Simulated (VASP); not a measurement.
# Mg2ZnO3 (P1) in VASP: single point with r2SCAN

Aim: the single point of Mg2ZnO3 with r2SCAN.

All numbers are computed with VASP 6.6.1; they aren't measurements. Logs are shortened: lines on timing, memory, paths and dates and some standing lists are left out, and cuts for length are marked.

## Step 1: The cell of the first run

The typed cell holds 6 atoms: a = 3.033 Å, b = 3.033 Å, c = 7.403 Å, α = 90.00°, β = 90.00°, γ = 120.00°.

## Step 2: Single point, r2SCAN

Input file POSCAR:

```
Mg2ZnO3
1.0
    3.0329990000      0.0000000000      0.0000000000
   -1.5164990000      2.6266540000      0.0000000000
    0.0000000000      0.0000000000      7.4033160000
Mg Zn O
2 1 3
Direct
    0.3333333333      0.6666666667      0.6658000000
    0.6996373337      0.3333333333      0.3342000000
    0.0000000000      0.0000000000      0.0000000000
    0.3333333333      0.6666666667      0.1726190000
    0.6666666667      0.3333333333      0.8273810000
    0.0000000000      0.0000000000      0.5000000000
```

Input file INCAR.step1:

```
  ALGO = Normal
  EDIFF = 1E-5
  ENCUT = 660
  GGA = PE
  GGA_COMPAT = F
  ISMEAR = 0
  LASPH = T
  LCHARG = F
  LREAL = F
  LWAVE = T
  NBANDS = 26
  NELM = 120
  PREC = Accurate
  SIGMA = 0.01
```

Input file INCAR.step2:

```
  ALGO = Normal
  EDIFF = 1E-6
  ENCUT = 660
  GGA_COMPAT = F
  ISIF = 2
  ISMEAR = 0
  ISTART = 1
  LASPH = T
  LCHARG = F
  LMIXTAU = T
  LREAL = F
  LWAVE = F
  METAGGA = R2SCAN
  NBANDS = 26
  NELM = 120
  PREC = Accurate
  SIGMA = 0.01
```

Input file KPOINTS:

```
k-points
0
Gamma
  12 12 4
```

Potentials or basis: VASP PAW PBE potentials, release 64 (Mg, Zn, O).

Launch:

```console
$ cat potpaw_PBE.64/Mg/POTCAR potpaw_PBE.64/Zn/POTCAR potpaw_PBE.64/O/POTCAR > POTCAR
$ cp INCAR.step1 INCAR
$ mpirun -np 1 vasp_std > vasp.out
$ cp INCAR.step2 INCAR
$ mpirun -np 1 vasp_std > vasp.out
```

OUTCAR:

```text
EDIFF = 1E-6
   ENCUT = 660
   ISIF = 2
   ISMEAR = 0
   ISTART = 1
   LASPH = T
   LREAL = F
   METAGGA = R2SCAN
   NELM = 120
   PREC = Accurate

 ion  position               nearest neighbor table
   1  0.333  0.667  0.666-   5 2.12   5 2.12   5 2.12   6 2.14   6 2.14   6 2.14   2 2.97   2 3.02
                             3 3.03   3 3.03   3 3.03   2 3.07
   2  0.700  0.333  0.334-   4 2.05   6 2.07   4 2.12   6 2.14   4 2.19   6 2.21   1 2.97   3 2.98
                             1 3.02   3 3.03   1 3.07   3 3.08
   3  0.000  0.000  0.000-   4 2.17   5 2.17   4 2.17   5 2.17   5 2.17   4 2.17   2 2.98   1 3.03
                             1 3.03   1 3.03   2 3.03   2 3.08
   4  0.333  0.667  0.173-   2 2.05   2 2.12   3 2.17   3 2.17   3 2.17   2 2.19
   5  0.667  0.333  0.827-   1 2.12   1 2.12   1 2.12   3 2.17   3 2.17   3 2.17
   6  0.000  0.000  0.500-   2 2.07   1 2.14   1 2.14   1 2.14   2 2.14   2 2.21

  LATTYP: Found a hexagonal cell.
 ALAT       =     3.0329990000
 C/A-ratio  =     2.4409226643

  Lattice vectors:

 A1 = (   3.0329990000,   0.0000000000,   0.0000000000)
 A2 = (  -1.5164990000,   2.6266540000,   0.0000000000)
 A3 = (   0.0000000000,   0.0000000000,   7.4033160000)

Analysis of symmetry for initial positions (statically):
=====================================================================
 Subroutine PRICEL returns:
 Original cell was already a primitive cell.

 Routine SETGRP: Setting up the symmetry group for a
 hexagonal supercell.

 Subroutine GETGRP returns: Found  1 space group operations
 (whereof  1 operations were pure point group operations)
 out of a pool of 24 trial point group operations.

The static configuration has the point symmetry C_1 .

Analysis of symmetry for dynamics (positions and initial velocities):
=====================================================================
 Subroutine PRICEL returns:
 Original cell was already a primitive cell.

 Routine SETGRP: Setting up the symmetry group for a
 hexagonal supercell.

 Subroutine GETGRP returns: Found  1 space group operations
 (whereof  1 operations were pure point group operations)
 out of a pool of 24 trial point group operations.

The dynamic configuration has the point symmetry C_1 .

 Subroutine INISYM returns: Found  1 space group operations
 (whereof  1 operations are pure point group operations),
 and found     1 'primitive' translations

----------------------------------------------------------------------------------------

                                     Primitive cell

  volume of cell :      58.9795

  direct lattice vectors                    reciprocal lattice vectors
     3.032999000  0.000000000  0.000000000     0.329706670  0.190356185  0.000000000
    -1.516499000  2.626654000  0.000000000     0.000000000  0.380712496  0.000000000
     0.000000000  0.000000000  7.403316000     0.000000000  0.000000000  0.135074607

  length of vectors
     3.032999000  3.032998591  7.403316000     0.380712444  0.380712496  0.135074607

  position of ions in fractional coordinates (direct lattice)
     0.333333333  0.666666667  0.665800000
     0.699637334  0.333333333  0.334200000
     0.000000000  0.000000000  0.000000000
     0.333333333  0.666666667  0.172619000
     0.666666667  0.333333333  0.827381000
     0.000000000  0.000000000  0.500000000

  ion indices of the primitive-cell ions
   primitive index   ion index
                 1           1
                 2           2
                 3           3
                 4           4
                 5           5
                 6           6

----------------------------------------------------------------------------------------

 KPOINTS: k-points

Automatic generation of k-mesh.
 Grid dimensions read from file:
 generate k-points for:   12   12    4

 Generating k-lattice:

  Cartesian coordinates                     Fractional coordinates (reciprocal lattice)
     0.027475556  0.015863015  0.000000000     0.083333333  0.000000000  0.000000000
     0.000000000  0.031726041  0.000000000     0.000000000  0.083333333  0.000000000
     0.000000000  0.000000000  0.033768652     0.000000000  0.000000000  0.250000000

  Length of vectors
     0.031726037  0.031726041  0.033768652

  Shift w.r.t. Gamma in fractional coordinates (k-lattice)
     0.000000000  0.000000000  0.000000000

 Subroutine IBZKPT returns following result:
 ===========================================

 Found    292 irreducible k-points:

 Following reciprocal coordinates:
            Coordinates               Weight
  0.000000  0.000000  0.000000      1.000000
  0.083333  0.000000  0.000000      2.000000
  0.000000  0.083333  0.000000      2.000000
 -0.083333  0.083333  0.000000      2.000000
  0.166667  0.000000  0.000000      2.000000
  0.000000  0.166667  0.000000      2.000000
[... 16 lines left out ...]
  0.166667  0.083333  0.000000      2.000000
 -0.083333  0.250000  0.000000      2.000000
 [... further k-points ...]
   k-points           NKPTS =    292   k-points in BZ     NKDIM =    292   number of bands    NBANDS=     26
   number of dos      NEDOS =    301   number of ions     NIONS =      6
   total plane-waves  NPLWV =  50176
   dimension x,y,z NGX =    28 NGY =   28 NGZ =   64
   dimension x,y,z NGXF=    56 NGYF=   56 NGZF=  128
   ions per type =               2   1   3
   NGX,Y,Z   is equivalent  to a cutoff of  15.35, 15.35, 14.37 a.u.
   NGXF,Y,Z  is equivalent  to a cutoff of  30.69, 30.69, 28.74 a.u.
 SYSTEM =  unknown system
   PREC   = accura    normal or accurate (medium, high low for compatibility)
   ISTART =      1    job   : 0-new  1-cont  2-samecut
   ICHARG =      0    charge: 1-file 2-atom 10-const
   ISPIN  =      1    spin polarized calculation?
   LNONCOLLINEAR =      F non collinear calculations
   LSORBIT =      F    spin-orbit coupling
   LASPH  =      T    aspherical Exc in radial PAW
   ENCUT  =  660.0 eV  48.51 Ry    6.96 a.u.   6.35  6.35 15.51*2*pi/ulx,y,z
   NELM   =    120;   NELMIN=  2; NELMDL=  0     # of ELM steps
   EDIFF  = 0.1E-05   stopping-criterion for ELM
   LREAL  =      F    real-space projection
   EDIFFG = 0.1E-04   stopping-criterion for IOM
   NSW    =      0    number of steps for IOM
   IBRION =     -1    ionic relax: 0-MD 1-quasi-New 2-CG
   NFREE  =      0    steps in history (QN), initial steepest desc. (CG)
   ISIF   =      2    stress and relaxation
   ISYM   =      2    0-nonsym 1-usesym 2-fastsym
   POTIM  = 0.5000    time-step for ionic-motion
   TEBEG  =    0.0;   TEEND  =   0.0 temperature during run
   PSTRESS=    0.0 pullay stress
   NELECT =      34.0000    total number of electrons
   NUPDOWN=      -1.0000    fix difference up-down
   EMIN   =  10.00;   EMAX   =-10.00  energy-range for DOS
   EFERMI =   0.00;   METHOD = LEGACY
   ISMEAR =     0;   SIGMA  =   0.01  broadening in eV -4-tet -1-fermi 0-gaus
   EFERMI_NEDOS =   21; number of points for ismear=-14 and -15
   IALGO  =     38    algorithm
   IMIX   =      4    mixing-type and parameters
     AMIX     =   0.40;   BMIX     =  1.00
     AMIX_MAG =   1.60;   BMIX_MAG =  1.00
  volume/ion in A,a.u.               =       9.83        66.34
  Fermi-wavevector in a.u.,A,eV,Ry     =   1.362492  2.574737 25.257648  1.856385
  Thomas-Fermi vector in A             =   2.488977
   LORBIT       =      0    0 simple, 1 ext, 2 COOP (PROOUT), +10 PAW based schemes
   METAGGA = R2SCAN    functional components
   LHFCALC =     F    Hartree Fock is set to
   AEXX    =    0.0000 exact exchange contribution
   IVDW    =     0    specifies the selected vdW correction
   LEPSILON=     F    determine dielectric tensor
   LRPA    =     F    only Hartree local field effects (RPA)
 non-spin polarized calculation
 Gauss-broadening in eV      SIGMA  =   0.01
  energy-cutoff  :      660.00
  volume of cell :       58.98
 maximum number of plane-waves:      2288
 NGX is ok and might be reduce to    28
   NGX = 13   NGY = 13   NGZ = 31

 number of electron      34.0000010 magnetization

 Free energy of the ion-electron system (eV)
  ---------------------------------------------------
  ext. energy  EPLUGINS =         0.00000000
  ---------------------------------------------------
  free energy    TOTEN  =       -50.21444641 eV

  energy without entropy =      -50.21444641  energy(sigma->0) =      -50.21444641

 E-fermi :   2.5507     XC(G=0): -11.9077

 val. band max:        2.4120064028   @ k =   0.0000   0.0000   0.5000
 cond. band min:       5.9771838170   @ k =   0.0000   0.0000   0.0000
 fundamental gap:      3.5651774141
 Fermi energy:         2.5507361499

 k-point     1 :       0.0000    0.0000    0.0000
  band No.  band energies     occupation
      1     -16.1018      2.00000
      2     -15.3352      2.00000
      3     -15.0990      2.00000
      4      -3.0898      2.00000
      5      -2.3858      2.00000
      6      -2.3773      2.00000
[... 18 lines left out ...]
     25      19.0165      0.00000
     26      19.0291      0.00000

 k-point     2 :       0.0833    0.0000    0.0000
  band No.  band energies     occupation
      1     -16.0411      2.00000
      2     -15.3024      2.00000
      3     -15.0638      2.00000
      4      -3.0202      2.00000
      5      -2.4779      2.00000
      6      -2.3555      2.00000
[... 18 lines left out ...]
     25      18.2314      0.00000
     26      18.8133      0.00000

 k-point     3 :       0.0000    0.0833    0.0000
  band No.  band energies     occupation
      1     -16.0411      2.00000
      2     -15.3024      2.00000
      3     -15.0638      2.00000
      4      -3.0201      2.00000
      5      -2.4751      2.00000
      6      -2.3587      2.00000
[... 18 lines left out ...]
     25      18.2019      0.00000
     26      18.8425      0.00000

 k-point     4 :      -0.0833    0.0833    0.0000
  band No.  band energies     occupation
      1     -16.0411      2.00000
      2     -15.3025      2.00000
      3     -15.0638      2.00000
      4      -3.0200      2.00000
      5      -2.4714      2.00000
      6      -2.3628      2.00000
[... 18 lines left out ...]
     25      18.2044      0.00000
     26      18.9152      0.00000

 k-point     5 :       0.1667    0.0000    0.0000
  band No.  band energies     occupation
      1     -15.8688      2.00000
      2     -15.2122      2.00000
      3     -14.9670      2.00000
      4      -2.8392      2.00000
      5      -2.6301      2.00000
      6      -2.3038      2.00000
[... 18 lines left out ...]
     25      17.3419      0.00000
     26      18.0591      0.00000

 k-point     6 :       0.0000    0.1667    0.0000
  band No.  band energies     occupation
      1     -15.8688      2.00000
      2     -15.2122      2.00000
      3     -14.9670      2.00000
      4      -2.8392      2.00000
      5      -2.6270      2.00000
      6      -2.3068      2.00000
[... 427 lines left out ...]
 k-point    21 :      -0.0833    0.1667    0.0000
  band No.  band energies     occupation
      1     -15.9245      2.00000
      2     -15.2409      2.00000
      3     -14.9977      2.00000
      4      -2.8898      2.00000
      5      -2.5925      2.00000
      6      -2.3257      2.00000
[... 18 lines left out ...]
     25      17.7361      0.00000
     26      18.2845      0.00000

 k-point    22 :      -0.1667    0.0833    0.0000
  band No.  band energies     occupation
      1     -15.9245      2.00000
      2     -15.2409      2.00000
      3     -14.9978      2.00000
      4      -2.8900      2.00000
      5      -2.5949      2.00000
      6      -2.3232      2.00000
[... 18 lines left out ...]
     25      17.7449      0.00000
     26      18.2464      0.00000

 k-point    23 :       0.1667    0.0833    0.0000
  band No.  band energies     occupation
      1     -15.7112      2.00000
      2     -15.1333      2.00000
      3     -14.8827      2.00000
      4      -2.7478      2.00000
      5      -2.6419      2.00000
      6      -2.3011      2.00000
[... 18 lines left out ...]
     25      16.5443      0.00000
     26      18.3020      0.00000

 k-point    24 :      -0.0833    0.2500    0.0000
  band No.  band energies     occupation
      1     -15.7113      2.00000
      2     -15.1333      2.00000
      3     -14.8826      2.00000
      4      -2.7447      2.00000
      5      -2.6388      2.00000
      6      -2.3003      2.00000
[... 18 lines left out ...]
     25      16.6025      0.00000
     26      18.2990      0.00000

 [... further k-points ...]
[... 5 lines left out ...]
  --------------------------------------------------------------------------------------
  -------------------------------------------------------------------------------------
  Total       -2.5810855     -2.6739727     -2.4716107      0.0817101     -0.0881156     -0.0229814
  in kB      -70.1150986    -72.6383774    -67.1412209      2.2196533     -2.3936585     -0.6242901
  external PRESSURE =     -69.9648990 kB  Pullay stress =       0.0000000 kB

 VOLUME and BASIS-vectors are now :
 -----------------------------------------------------------------------------
  energy-cutoff  :      660.00
  volume of cell :       58.98
      direct lattice vectors                 reciprocal lattice vectors
     3.032999000  0.000000000  0.000000000     0.329706670  0.190356185  0.000000000
    -1.516499000  2.626654000  0.000000000     0.000000000  0.380712496  0.000000000
     0.000000000  0.000000000  7.403316000     0.000000000  0.000000000  0.135074607

 POSITION                                       TOTAL-FORCE (eV/Angst)
 -----------------------------------------------------------------------------------
      0.00000      1.75110      4.92913         0.031456      0.003417     -0.020296
      1.61650      0.87555      2.47419        -0.531173     -0.007401      0.027966
      0.00000      0.00000      0.00000         0.027788     -0.003512     -0.001921
      0.00000      1.75110      1.27795         0.247989      0.047649     -0.103337
      1.51650      0.87555      6.12536         0.004427     -0.000115      0.047924
      0.00000      0.00000      3.70166         0.219513     -0.040038      0.049664
 -----------------------------------------------------------------------------------
    total drift:                               -0.001687     -0.000015      0.000212

  FREE ENERGIE OF THE ION-ELECTRON SYSTEM (eV)
  ---------------------------------------------------
  free  energy   TOTEN  =       -50.2144464118 eV

  energy  without entropy=      -50.2144464118  energy(sigma->0) =      -50.21444641
```

Run time: 44 min. Hardware: 1 thread of Intel Xeon Platinum 8488C (Sapphire Rapids), shared host; peak memory 0.69 GiB.

What came out:

| Quantity | Value |
| --- | --- |
| Free energy | -50.2144 eV |
| Pressure | -7.0 GPa |
| Largest force | 0.532 eV/Å |
| Band gap on the k mesh | 3.57 eV (least direct gap 3.64 eV) |

Forces in eV/Å, atoms in the order of the input:
```
Mg   0.031  0.003 -0.020
Mg  -0.531 -0.007  0.028
Zn   0.028 -0.004 -0.002
O    0.248  0.048 -0.103
O    0.004  0.000  0.048
O    0.220 -0.040  0.050
```

Caveat: the cell stands under tension; the PAW data sets were made with another functional, which shifts forces and pressure a little.
